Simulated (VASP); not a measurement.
# Fe (Im-3m) in VASP: notebook

Runs on Fe. Level: RPBE. Tasks: single point, relaxation of cell and atoms.

Everything below comes from runs of VASP 6.6.1. Logs are shortened: lines on timing, memory, paths and dates and some standing lists are left out, and cuts for length are marked.

### Step 1. The cell of the first run

Symmetry: Im-3m, No. 229, cubic system. The conventional cell has a = 2.782 Å, b = 2.782 Å, c = 2.782 Å, α = 90.00°, β = 90.00°, γ = 90.00°. Within 3.2 Å of Fe (site symmetry m-3m) lie 14 Fe at 2.41 to 2.78 Å.

### Step 2. Single point, RPBE

INCAR reads:

```
SYSTEM = Fe
PREC = Accurate
ENCUT = 520
EDIFF = 1E-6
ISMEAR = -1
SIGMA = 0.1
LREAL = .FALSE.
LASPH = .TRUE.
NELM = 80
ALGO = Normal
ISIF = 2
LWAVE = .FALSE.
LCHARG = .FALSE.
GGA = RP
NBANDS = 10
```

KPOINTS reads:

```
Automatic mesh
0
G
  15 15 15
  0 0 0
```

POSCAR reads:

```
Fe
1.0
   -1.3911065625      1.3911065625      1.3911065625
    1.3911065625     -1.3911065625      1.3911065625
    1.3911065625      1.3911065625     -1.3911065625
Fe
1
Direct
    0.0000000000      0.0000000000      0.0000000000
```

Potentials or basis: VASP PAW PBE potentials, release 64 (Fe).

Launch:

```
$ cat potpaw_PBE.64/Fe/POTCAR > POTCAR
$ mpirun -np 1 vasp_std > vasp.out
```

OUTCAR:

```text
SYSTEM = Fe
   PREC = Accurate
   ENCUT = 520
   EDIFF = 1E-6
   ISMEAR = -1
   LREAL = .FALSE.
   LASPH = .TRUE.
   NELM = 80
   ISIF = 2
   GGA = RP

 ion  position               nearest neighbor table
   1  0.000  0.000  0.000-

  LATTYP: Found a body centered cubic cell.
 ALAT       =     2.7822131250

  Lattice vectors:

 A1 = (  -1.3911065625,   1.3911065625,   1.3911065625)
 A2 = (   1.3911065625,  -1.3911065625,   1.3911065625)
 A3 = (   1.3911065625,   1.3911065625,  -1.3911065625)

Analysis of symmetry for initial positions (statically):
=====================================================================
 Subroutine PRICEL returns:
 Original cell was already a primitive cell.

 Routine SETGRP: Setting up the symmetry group for a
 body centered cubic supercell.

 Subroutine GETGRP returns: Found 48 space group operations
 (whereof 48 operations were pure point group operations)
 out of a pool of 48 trial point group operations.

The static configuration has the point symmetry O_h .

Analysis of symmetry for dynamics (positions and initial velocities):
=====================================================================
 Subroutine PRICEL returns:
 Original cell was already a primitive cell.

 Routine SETGRP: Setting up the symmetry group for a
 body centered cubic supercell.

 Subroutine GETGRP returns: Found 48 space group operations
 (whereof 48 operations were pure point group operations)
 out of a pool of 48 trial point group operations.

The dynamic configuration has the point symmetry O_h .

 Subroutine INISYM returns: Found 48 space group operations
 (whereof 48 operations are pure point group operations),
 and found     1 'primitive' translations

----------------------------------------------------------------------------------------

                                     Primitive cell

  volume of cell :      10.7682

  direct lattice vectors                    reciprocal lattice vectors
    -1.391106563  1.391106563  1.391106563     0.000000000  0.359426095  0.359426095
     1.391106563 -1.391106563  1.391106563     0.359426095  0.000000000  0.359426095
     1.391106563  1.391106563 -1.391106563     0.359426095  0.359426095  0.000000000

  length of vectors
     2.409467245  2.409467245  2.409467245     0.508305259  0.508305259  0.508305259

  position of ions in fractional coordinates (direct lattice)
     0.000000000  0.000000000  0.000000000

  ion indices of the primitive-cell ions
   primitive index   ion index
                 1           1

----------------------------------------------------------------------------------------

 KPOINTS: Automatic mesh

Automatic generation of k-mesh.
 Grid dimensions read from file:
 generate k-points for:   15   15   15

 Generating k-lattice:

  Cartesian coordinates                     Fractional coordinates (reciprocal lattice)
     0.000000000  0.023961740  0.023961740     0.066666667  0.000000000  0.000000000
     0.023961740  0.000000000  0.023961740     0.000000000  0.066666667  0.000000000
     0.023961740  0.023961740  0.000000000     0.000000000  0.000000000  0.066666667

  Length of vectors
     0.033887017  0.033887017  0.033887017

  Shift w.r.t. Gamma in fractional coordinates (k-lattice)
     0.000000000  0.000000000  0.000000000

 Subroutine IBZKPT returns following result:
 ===========================================

 Found    120 irreducible k-points:

 Following reciprocal coordinates:
            Coordinates               Weight
  0.000000  0.000000  0.000000      1.000000
  0.066667  0.000000  0.000000     12.000000
  0.133333  0.000000  0.000000     12.000000
  0.200000  0.000000  0.000000     12.000000
  0.266667  0.000000  0.000000     12.000000
  0.333333  0.000000  0.000000     12.000000
[... 16 lines left out ...]
  0.333333  0.200000  0.000000     48.000000
  0.400000  0.200000  0.000000     24.000000
 [... further k-points ...]
   k-points           NKPTS =    120   k-points in BZ     NKDIM =    120   number of bands    NBANDS=     10
   number of dos      NEDOS =    301   number of ions     NIONS =      1
   total plane-waves  NPLWV =   5832
   dimension x,y,z NGX =    18 NGY =   18 NGZ =   18
   dimension x,y,z NGXF=    36 NGYF=   36 NGZF=   36
   ions per type =               1
   NGX,Y,Z   is equivalent  to a cutoff of  12.42, 12.42, 12.42 a.u.
   NGXF,Y,Z  is equivalent  to a cutoff of  24.84, 24.84, 24.84 a.u.
 SYSTEM =  Fe
   PREC   = accura    normal or accurate (medium, high low for compatibility)
   ISTART =      0    job   : 0-new  1-cont  2-samecut
   ICHARG =      2    charge: 1-file 2-atom 10-const
   ISPIN  =      1    spin polarized calculation?
   LNONCOLLINEAR =      F non collinear calculations
   LSORBIT =      F    spin-orbit coupling
   LASPH  =      T    aspherical Exc in radial PAW
   ENCUT  =  520.0 eV  38.22 Ry    6.18 a.u.   4.48  4.48  4.48*2*pi/ulx,y,z
   NELM   =     80;   NELMIN=  2; NELMDL= -5     # of ELM steps
   EDIFF  = 0.1E-05   stopping-criterion for ELM
   LREAL  =      F    real-space projection
   EDIFFG = 0.1E-04   stopping-criterion for IOM
   NSW    =      0    number of steps for IOM
   IBRION =     -1    ionic relax: 0-MD 1-quasi-New 2-CG
   NFREE  =      0    steps in history (QN), initial steepest desc. (CG)
   ISIF   =      2    stress and relaxation
   ISYM   =      2    0-nonsym 1-usesym 2-fastsym
   POTIM  = 0.5000    time-step for ionic-motion
   TEBEG  =    0.0;   TEEND  =   0.0 temperature during run
   PSTRESS=    0.0 pullay stress
   NELECT =       8.0000    total number of electrons
   NUPDOWN=      -1.0000    fix difference up-down
   EMIN   =  10.00;   EMAX   =-10.00  energy-range for DOS
   EFERMI =   0.00;   METHOD = LEGACY
   ISMEAR =    -1;   SIGMA  =   0.10  broadening in eV -4-tet -1-fermi 0-gaus
   EFERMI_NEDOS =   21; number of points for ismear=-14 and -15
   IALGO  =     38    algorithm
   IMIX   =      4    mixing-type and parameters
     AMIX     =   0.40;   BMIX     =  1.00
     AMIX_MAG =   1.60;   BMIX_MAG =  1.00
  volume/ion in A,a.u.               =      10.77        72.67
  Fermi-wavevector in a.u.,A,eV,Ry     =   1.482715  2.801926 29.911655  2.198445
  Thomas-Fermi vector in A             =   2.596467
   LORBIT       =      0    0 simple, 1 ext, 2 COOP (PROOUT), +10 PAW based schemes
   GGA     = RP    functional components
   LHFCALC =     F    Hartree Fock is set to
   AEXX    =    0.0000 exact exchange contribution
   IVDW    =     0    specifies the selected vdW correction
   LEPSILON=     F    determine dielectric tensor
   LRPA    =     F    only Hartree local field effects (RPA)
 non-spin polarized calculation
  energy-cutoff  :      520.00
  volume of cell :       10.77
 maximum number of plane-waves:       321
 NGX is ok and might be reduce to    18
   NGX =  9   NGY =  9   NGZ =  9

 number of electron       8.0000002 magnetization

 Free energy of the ion-electron system (eV)
  ---------------------------------------------------
  ext. energy  EPLUGINS =         0.00000000
  ---------------------------------------------------
  free energy    TOTEN  =        -7.26605819 eV

  energy without entropy =       -7.15783588  energy(sigma->0) =       -7.21194703

 E-fermi :   6.5706     XC(G=0): -13.3811

 val. band max:        6.5657355004   @ k =   0.3333   0.1333   0.0667
 cond. band min:       6.5818412310   @ k =   0.2000   0.1333   0.1333
 fundamental gap:      0.0161057306
 Fermi energy:         6.5705563695

 k-point     1 :       0.0000    0.0000    0.0000
  band No.  band energies     occupation
      1      -2.1660      2.00000
      2       4.8519      2.00000
      3       4.8519      2.00000
      4       4.8519      2.00000
      5       6.5348      1.17700
      6       6.5348      1.17699
      7      31.9147      0.00000
      8      31.9147      0.00000
      9      31.9147      0.00000
     10      37.5269      0.00000

 k-point     2 :       0.0667    0.0000    0.0000
  band No.  band energies     occupation
      1      -1.9737      2.00000
      2       4.7933      2.00000
      3       4.8446      2.00000
      4       4.9617      2.00000
      5       6.4740      1.44845
      6       6.5395      1.15402
      7      30.8267      0.00000
      8      31.6751      0.00000
      9      31.8386      0.00000
     10      36.9728      0.00000

 k-point     3 :       0.1333    0.0000    0.0000
  band No.  band energies     occupation
      1      -1.4140      2.00000
      2       4.6302      2.00000
      3       4.8018      2.00000
      4       5.2798      2.00000
      5       6.3442      1.81168
      6       6.5554      1.07548
      7      28.4076      0.00000
      8      30.8007      0.00000
      9      31.6545      0.00000
     10      35.9273      0.00000

 k-point     4 :       0.2000    0.0000    0.0000
  band No.  band energies     occupation
      1      -0.5486      2.00000
      2       4.3962      2.00000
      3       4.6997      2.00000
      4       5.7709      1.99933
      5       6.2618      1.91276
      6       6.5859      0.92330
      7      25.4678      0.00000
      8      29.4214      0.00000
      9      31.4421      0.00000
     10      33.6654      0.00000
[... 222 lines left out ...]
 k-point    22 :       0.2667    0.2000   -0.0000
  band No.  band energies     occupation
      1       2.4455      2.00000
      2       3.7450      2.00000
      3       4.3067      2.00000
      4       6.3140      1.85724
      5       6.8822      0.08485
      6       8.9063      0.00000
      7      18.6594      0.00000
      8      20.8945      0.00000
      9      27.5054      0.00000
     10      33.4210      0.00000

 k-point    23 :       0.3333    0.2000    0.0000
  band No.  band energies     occupation
      1       2.6171      2.00000
      2       3.6923      2.00000
      3       4.5818      2.00000
      4       6.4408      1.57092
      5       6.9517      0.04326
      6      10.1991      0.00000
      7      16.2243      0.00000
      8      20.2743      0.00000
      9      26.9060      0.00000
     10      33.5673      0.00000

 k-point    24 :       0.4000    0.2000    0.0000
  band No.  band energies     occupation
      1       2.6241      2.00000
      2       3.6818      2.00000
      3       4.7191      2.00000
      4       6.4881      1.39051
      5       6.9955      0.02814
      6      11.0190      0.00000
      7      14.9972      0.00000
      8      20.0642      0.00000
      9      26.7006      0.00000
     10      33.6134      0.00000

 [... further k-points ...]
[... 5 lines left out ...]
  --------------------------------------------------------------------------------------
  -------------------------------------------------------------------------------------
  Total       -0.0820523     -0.0820523     -0.0820523     -0.0000000      0.0000000      0.0000000
  in kB      -12.2084467    -12.2084467    -12.2084467     -0.0000000      0.0000000      0.0000000
  external PRESSURE =     -12.2084467 kB  Pullay stress =       0.0000000 kB

 VOLUME and BASIS-vectors are now :
 -----------------------------------------------------------------------------
  energy-cutoff  :      520.00
  volume of cell :       10.77
      direct lattice vectors                 reciprocal lattice vectors
    -1.391106563  1.391106563  1.391106563     0.000000000  0.359426095  0.359426095
     1.391106563 -1.391106563  1.391106563     0.359426095  0.000000000  0.359426095
     1.391106563  1.391106563 -1.391106563     0.359426095  0.359426095  0.000000000

 POSITION                                       TOTAL-FORCE (eV/Angst)
 -----------------------------------------------------------------------------------
      0.00000      0.00000      0.00000        -0.000000      0.000000     -0.000000
 -----------------------------------------------------------------------------------
    total drift:                                0.000000      0.000000      0.000000

  FREE ENERGIE OF THE ION-ELECTRON SYSTEM (eV)
  ---------------------------------------------------
  free  energy   TOTEN  =        -7.2660581859 eV

  energy  without entropy=       -7.1578358771  energy(sigma->0) =       -7.21194703
```

Run time: 5.8 s. Hardware: 1 thread of Intel Xeon Platinum 8488C (Sapphire Rapids), shared host; peak memory 0.12 GiB.

What came out:

```
Free energy            : -7.2661 eV
Pressure               : -1.2 GPa
Band gap on the k mesh : zero (bands 4 and 5 overlap by 1.80 eV)
```

Caveat: the PAW data sets were made with another functional, which shifts forces and pressure a little; the run has no spin polarisation, though such a crystal can be magnetic. Spin polarisation is off, so any magnetic state and its effect on volume and gap are missing.

### Step 3. Relaxation of cell and atoms, RPBE

This run uses another cell than the first one, of 11.78 Å³/atom.

INCAR reads:

```
PREC     = Accurate       # precision mode
ENCUT    = 600            # plane-wave cutoff, eV
EDIFF    = 1E-7           # SCF threshold, eV
ISMEAR   = -1             # smearing method
SIGMA    = 0.1            # smearing width, eV
LREAL    = F              # projectors in reciprocal space
LASPH    = T              # aspherical terms in the spheres
NELM     = 100            # most SCF steps
ALGO     = Normal         # electronic algorithm
ISIF     = 3              # what is computed and relaxed
LWAVE    = F              # write WAVECAR
LCHARG   = F              # write CHGCAR
GGA      = RP             # functional
IBRION   = 2              # ionic algorithm
NSW      = 80             # ionic steps
EDIFFG   = -0.01          # ionic threshold
```

KPOINTS reads:

```
regular mesh
0
Gamma
  15 15 15
```

POSCAR reads:

```
Fe
1.0
   -1.4332500000      1.4332500000      1.4332500000
    1.4332500000     -1.4332500000      1.4332500000
    1.4332500000      1.4332500000     -1.4332500000
Fe
1
Direct
    0.0000000000      0.0000000000      0.0000000000
```

Potentials or basis: VASP PAW PBE potentials, release 64 (Fe).

Launch:

```
$ cat potpaw_PBE.64/Fe/POTCAR > POTCAR
$ mpirun -np 1 vasp_std > vasp.out
```

Run time: 23 s. Hardware: 1 thread of Intel Xeon Platinum 8488C (Sapphire Rapids), shared host; peak memory 0.13 GiB.

Results (log left out):

| Item | Value |
| --- | --- |
| Free energy | -7.2659 eV |
| Relaxed volume | 10.75 Å³/atom |
| Relaxed cell | a = 2.408 Å, b = 2.408 Å, c = 2.408 Å, α = 109.47°, β = 109.47°, γ = 109.47° |
| Space group after relaxing (to 0.1 Å) | Im-3m (No. 229) |
| Energy gained by relaxing | 63.2 meV/atom |
| Ionic steps | 4 |
| Pressure after relaxing | 0.0 GPa |
| Band gap on the k mesh | zero (bands 4 and 5 overlap by 1.81 eV) |

The path:
| step | energy change (eV) | largest force (eV/Å) | pressure (GPa) | volume (Å³) |
| --- | --- | --- | --- | --- |
| 1 | 0.0000 | 0.0000 | -17.95 | 11.78 |
| 2 | 0.0371 | 0.0000 | 33.02 | 9.67 |
| 3 | -0.0632 | 0.0000 | -0.47 | 10.77 |
| 4 | -0.0632 | 0.0000 | -0.03 | 10.75 |

Final structure:
```xyz
1
Lattice="-1.3902 1.3902 1.3902 1.3902 -1.3902 1.3902 1.3902 1.3902 -1.3902" Properties=species:S:1:pos:R:3 pbc="T T T"
Fe    2.7804    0.0000    0.0000
```

Levels at points of the mesh, in eV from the Fermi level:
| k point | band 1 | band 2 | band 3 | band 4 | band 5 | band 6 | band 7 | band 8 |
| --- | --- | --- | --- | --- | --- | --- | --- | --- |
| (0.00, 0.00, 0.00) | -8.75 | -1.72 | -1.72 | -1.72 | -0.04 | -0.04 | 25.36 | 25.36 |

Caveat: the PAW data sets were made with another functional, which shifts forces and pressure a little; the run has no spin polarisation, though such a crystal can be magnetic.

### Step 4. Single point, RPBE, collinear spin, ferromagnetic start

This run uses another cell than the first one, of 11.71 Å³/atom.

INCAR reads:

```
SYSTEM = Fe
ALGO = Normal ; EDIFF = 1E-7
ENCUT = 520 ; GGA = RP
ISIF = 2 ; ISMEAR = -1
ISPIN = 2 ; LASPH = .True.
LCHARG = .False. ; LMAXMIX = 4
LORBIT = 11 ; LREAL = .False.
LWAVE = .False. ; MAGMOM = 2.5
NBANDS = 14 ; NELM = 150
PREC = Accurate ; SIGMA = 0.05
```

KPOINTS reads:

```
k-points
0
Gamma
  15 15 15
  0 0 0
```

POSCAR reads:

```
Fe
1.0
   -1.4303483045      1.4303483045      1.4303483045
    1.4303483045     -1.4303483045      1.4303483045
    1.4303483045      1.4303483045     -1.4303483045
Fe
1
Direct
    0.0000000000      0.0000000000      0.0000000000
```

Launch:

```
$ cat potpaw_PBE.64/Fe/POTCAR > POTCAR
$ mpirun -np 1 vasp_std > vasp.out
```

It took 28 s on 1 thread of Intel Xeon Platinum 8488C (Sapphire Rapids), shared host; peak memory 0.14 GiB.

The run converged. Its results:

```yaml
Free_energy: -7.7635 eV
Pressure: 0.1 GPa
Net_moment: 2.24 μB per cell
Site_moments: Fe +2.25 μB
Valence_electrons_inside_the_program's_atomic_spheres: Fe 7.20
```

Levels at points of the mesh, in eV from the Fermi level:
Spin up:
| k point | band 2 | band 3 | band 4 | band 5 | band 6 | band 7 | band 8 | band 9 |
| --- | --- | --- | --- | --- | --- | --- | --- | --- |
| (0.00, 0.00, 0.00) | -2.24 | -2.24 | -2.24 | -1.10 | -1.10 | 24.76 | 24.76 | 24.76 |
Spin down:
```
           k point  band 1  band 2  band 3  band 4  band 5  band 6  band 7  band 8
(0.00, 0.00, 0.00)   -8.09   -0.22   -0.22   -0.22    1.79    1.79   24.39   24.39
```

Caveat: the PAW data sets were made with another functional, which shifts forces and pressure a little.

(Continued in part 2 of 2.)
